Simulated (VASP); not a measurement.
The system is HfC (lda).

```xyz
2
Lattice="0.0000 2.3171 2.3171 2.3171 0.0000 2.3171 2.3171 2.3171 0.0000" Properties=species:S:1:pos:R:3 pbc="T T T"
Hf    0.0000    0.0000    0.0000
C     2.3171    2.3171    2.3171
```

- Program: VASP 6.6.1
- Task: relaxation of cell and atoms
- Functional: LDA
- Potentials or basis: VASP PAW LDA potentials, release 64 (Hf_pv, C)
- Cutoff: 600 eV
- k mesh: 8 × 8 × 8
- Occupations: gaussian, width 0.1 eV
- Spin: no spin polarisation

At the start: pressure -9.4 GPa; volume 12.44 Å³/atom.

How do energy, volume and symmetry change on relaxing?

Over 3 steps the energy falls by 14.1 meV/atom and the volume is 11.99 Å³/atom (-3.7 %); space group Fm-3m (No. 225, to 0.05 Å).

Step by step:
```tsv
step	energy change (eV)	largest force (eV/Å)	pressure (GPa)	volume (Å³)
1	0.0000	0.0000	-9.42	24.88
2	0.0729	0.0000	21.35	22.34
3	-0.0283	0.0000	-0.20	23.97
```

Final structure:
```
CELL_PARAMETERS angstrom
0.00000 2.28849 2.28849
2.28849 0.00000 2.28849
2.28849 2.28849 0.00000
ATOMIC_POSITIONS crystal
Hf 0.00000 0.00000 0.00000
C 0.50000 0.50000 0.50000
```
